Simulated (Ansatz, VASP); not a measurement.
**CoH3: VASP beside Ansatz**

```
Co H
1.0
     4.32205    0.00000    0.00000
    -2.16102    3.74300    0.00000
     0.00000    0.00000    2.51580
Co H
2 6
Direct
  0.33333 0.66667 0.75000
  0.66667 0.33333 0.25000
  0.18806 0.37611 0.25000
  0.62389 0.81194 0.25000
  0.18806 0.81194 0.25000
  0.81194 0.62389 0.75000
  0.37611 0.18806 0.75000
  0.81194 0.18806 0.75000
```

Change from the starting cell: species swapped into the Y3Er type (P6_3/mmc, No. 194).

Alike in both runs: functional PBE; k mesh 12 × 12 × 12; occupations gaussian, width 0.1 eV; no spin polarisation.

Ansatz relaxed the structure, and its values are those at the end. VASP's run is a single point on that final structure, the one shown.

|  | VASP | Ansatz |
| --- | --- | --- |
| version | VASP 6.6.1 | Ansatz 0.2.0 |
| potentials or method | VASP PAW PBE potentials, release 64 (Co, H), cutoff 520 eV | scalar-relativistic, plane waves, PAW |
| valence electrons in the cell | 24 | 40 |

```csv
,VASP,Ansatz,Ansatz less VASP
gap on the k mesh at the Fermi level (eV),none,none,-
pressure (GPa),-0.2,0.0,+0.18
rms of the force components (eV/Å),0.006,0.000,-0.0059
```

A gap of «none» marks a metal or a gap that the smearing closes. The functional is the same, so the differences come from potentials, cutoffs and numerics. VASP's potentials hold 24 valence electrons a cell and Ansatz's 40, so a difference there can come from the potentials and not from the codes.
